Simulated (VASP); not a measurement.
Input of a VASP 6.6.1 run:

The input INCAR:

```
ALGO     = Normal         # electronic algorithm
EDIFF    = 1E-7           # SCF threshold, eV
EDIFFG   = -0.01          # ionic threshold
ENCUT    = 600            # plane-wave cutoff, eV
GGA      = PS             # functional
IBRION   = 2              # ionic algorithm
ISIF     = 3              # what is computed and relaxed
ISMEAR   = -1             # smearing method
LASPH    = True           # aspherical terms in the spheres
LCHARG   = False          # write CHGCAR
LREAL    = False          # projectors in reciprocal space
LWAVE    = False          # write WAVECAR
NELM     = 80             # most SCF steps
NSW      = 60             # ionic steps
PREC     = Accurate       # precision mode
SIGMA    = 0.05           # smearing width, eV
```

KPOINTS

```
k-points
0
Gamma
  18 18 18
```

File POSCAR:

```
W
1.0
    0.0000000000      2.0300000000      2.0300000000
    2.0300000000      0.0000000000      2.0300000000
    2.0300000000      2.0300000000      0.0000000000
W
1
Direct
    0.0000000000      0.0000000000      0.0000000000
```

Potentials or basis: VASP PAW PBE potentials, release 64 (W_sv).

Run with:

```sh
$ cat potpaw_PBE.64/W_sv/POTCAR > POTCAR
$ mpirun -np 1 vasp_std > vasp.out
```

Q: Predict the relaxed volume.

A: 16.02 Å³/atom.

Q: Estimate the band gap on the k mesh.

A: Zero (band 7 reaches 13.86 eV, above the bottom of band 8 at 10.06 eV).

Final structure:
```
W
1.0
     0.00000    2.00066    2.00066
     2.00066    0.00000    2.00066
     2.00066    2.00066    0.00000
W
1
Direct
  0.00000 0.00000 0.00000
```

Caveat: the PAW data sets were made with another functional, which shifts forces and pressure a little; spin-orbit coupling is left out, which moves the levels of the heavy elements.
